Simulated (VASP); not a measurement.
Write the native input for VASP 6.6.1 that does the following.

```yaml
Task: single point
Functional: LDA
Potentials_or_basis: VASP PAW LDA potentials, release 64 (Li_sv, H)
Cutoff: 520 eV
k_mesh: 2 × 2 × 2
Occupations: fermi-dirac, width 0.1 eV
Spin: no spin polarisation
Dipole_correction: no
Further_INCAR_settings: LREAL = Auto; ALGO = Normal; EDIFF = 1e-07; NBANDS = 38
```

The structure of Li16H (a cell with a defect) lies in POSCAR:

```
Li16H
1.0
    6.9800000000      0.0000000000      0.0000000000
    0.0000000000      6.9800000000      0.0000000000
    0.0000000000      0.0000000000      6.9800000000
Li H
16 1
Direct
   -0.0115092325      0.0005180901      0.0031517534
    0.5010454213      0.0042449202      0.0008131966
   -0.0132408244      0.4965285659      0.0029829678
    0.0140548427     -0.0188212809      0.5004246881
    0.2490666318      0.2500149714      0.2405517532
    0.4992401057      0.4967107161      0.0009223646
    0.4832073370     -0.0161379865      0.5001561000
    0.7396720695      0.2499880852      0.2576052331
    0.0155247443      0.5195873349      0.5002959779
    0.2635197526      0.7491431988      0.2097598285
    0.2495106600      0.2500499894      0.7630526435
    0.4840653679      0.5144649574      0.5002529142
    0.7449028423      0.7490596816      0.2447870626
    0.7437501378      0.2498480837      0.7413373737
    0.2570071111      0.7492237717      0.7879160175
    0.7393890968      0.7489719966      0.7647906491
    0.4251287361      0.7494779043     -0.0044092237
```

The input as run:

INCAR

```
PREC = Accurate
ENCUT = 520
EDIFF = 1E-7
ISMEAR = -1
SIGMA = 0.1
LREAL = Auto
LASPH = True
NELM = 80
ALGO = Normal
ISIF = 2
LWAVE = False
LCHARG = False
NBANDS = 38
```

KPOINTS

```
regular mesh
0
Gamma
  2 2 2
```

Potentials or basis: VASP PAW LDA potentials, release 64 (Li_sv, H).

Command:

```console
$ cat potpaw_LDA.64/Li_sv/POTCAR potpaw_LDA.64/H/POTCAR > POTCAR
$ mpirun -np 1 vasp_std > vasp.out
```

It gave:

```
Largest force : 0.080 eV/Å
```

Caveat: the k points lie up to 0.45 Å⁻¹ apart.

It took 2 min on 1 thread of Intel(R) Xeon(R) Platinum 8375C CPU @ 2.90GHz (Ice Lake), on a shared host, peak memory 0.31 GiB.
